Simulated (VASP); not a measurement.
A run of VASP 6.6.1 is set up as follows.

Contents of INCAR:

```
SYSTEM = V
  PREC = Accurate
  ENCUT = 520
  EDIFF = 1E-6
  ISMEAR = -1
  SIGMA = 0.05
  LREAL = .FALSE.
  LASPH = .TRUE.
  NELM = 80
  ALGO = Normal
  ISIF = 2
  LWAVE = .FALSE.
  LCHARG = .FALSE.
  LDIPOL = .TRUE.
  IDIPOL = 3
  DIPOL = 0.5 0.5 0.500
  GGA = PE
  NBANDS = 26
```

File KPOINTS:

```
regular mesh
0
G
  11 11 1
  0 0 0
```

POSCAR

```
V
1.0
    2.9970992482      0.0000000000      0.0000000000
    0.0000000000      2.9970992482      0.0000000000
    0.0000000000      0.0000000000     18.9971000000
V
3
Direct
    0.0000000000      0.0000000000      0.4310457859
    0.5000000000      0.5000000000      0.4999999976
    0.0000000000      0.0000000000      0.5689542165
```

Potentials or basis: VASP PAW PBE potentials, release 64 (V_sv).

Command:

```sh
$ cat potpaw_PBE.64/V_sv/POTCAR > POTCAR
$ mpirun -np 1 vasp_std > vasp.out
```

(1) What does it give for the largest force?

## Answers

(1) 0.037 eV/Å.
